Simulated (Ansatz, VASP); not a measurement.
## SiC in VASP and in Ansatz

INCAR

```
PREC = Accurate
ENCUT = 520
EDIFF = 1E-6
ISMEAR = 0
SIGMA = 0.05
LREAL = F
LASPH = T
NELM = 100
ALGO = Normal
ISIF = 2
LWAVE = F
LCHARG = F
GGA = PE
NBANDS = 11
```

The input KPOINTS:

```
regular mesh
0
Gamma
  20 20 20
```

File POSCAR:

```
SiC
1.0
    0.0000000000      1.9729304123      1.9729304123
    1.9729304123      0.0000000000      1.9729304123
    1.9729304123      1.9729304123      0.0000000000
C Si
1 1
Direct
    0.0000000000      0.0000000000      0.0000000000
    0.5000000000      0.5000000000      0.5000000000
```

Input for Ansatz:

```yaml
crystal:
  lattice:
    - [0.0, 1.9729304123, 1.9729304123]
    - [1.9729304123, 0.0, 1.9729304123]
    - [1.9729304123, 1.9729304123, 0.0]
  atoms:
    - { symbol: C, position: [0.0, 0.0, 0.0] }
    - { symbol: Si, position: [0.5, 0.5, 0.5] }
basis:
  ecutwfc: 420
  ecutrho_ratio: 4
kpoints:
  mp_grid: { grid: [20, 20, 20] }
hamiltonian:
  xc: pbe
scf:
  occupations: { method: gaussian, width: 0.05 }
output:
  forces: true
  stress: true
  eigenvalues: true
```

Alike in both runs: task single point; functional PBE; k mesh 20 × 20 × 20; occupations gaussian, width 0.05 eV; no spin polarisation.

|  | VASP | Ansatz |
| --- | --- | --- |
| version | VASP 6.6.1 | Ansatz 0.2.0 |
| potentials or method | VASP PAW PBE potentials, release 64 (C, Si), cutoff 520 eV | scalar-relativistic, plane waves, PAW |
| valence electrons in the cell | 8 | 8 |

```tsv
	VASP	Ansatz	Ansatz less VASP
gap on the k mesh at the Fermi level (eV)	none	none	-
pressure (GPa)	24.4	24.3	-0.08
```

A gap of «none» marks a metal or a gap that the smearing closes.
